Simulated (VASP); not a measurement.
Here is a VASP 6.6.1 calculation.

File INCAR:

```
PREC = Accurate
ENCUT = 520
EDIFF = 1E-7
ISMEAR = -1
SIGMA = 0.1
LREAL = False
LASPH = True
NELM = 60
ALGO = Normal
ISIF = 2
LWAVE = False
LCHARG = True
GGA = PE
LELF = True
LVHAR = True
NBANDS = 26
```

KPOINTS

```
regular mesh
0
Gamma
  8 8 10
```

Contents of POSCAR:

```
In
1.0
    5.2234020650      0.0000000000      0.0000000000
   -2.6117010325      4.5235988825      0.0000000000
    0.0000000000      0.0000000000      3.1927938294
In
3
Direct
    0.0000000000      0.0000000000      0.0000000000
    0.3333333333      0.6666666667      0.5000000000
    0.6666666667      0.3333333333      0.5000000000
```

Potentials or basis: VASP PAW PBE potentials, release 64 (In_d).

The run is started by

```bash
$ cat potpaw_PBE.64/In_d/POTCAR > POTCAR
$ mpirun -np 1 vasp_std > vasp.out
```

Estimate the pressure.

4.7 GPa.
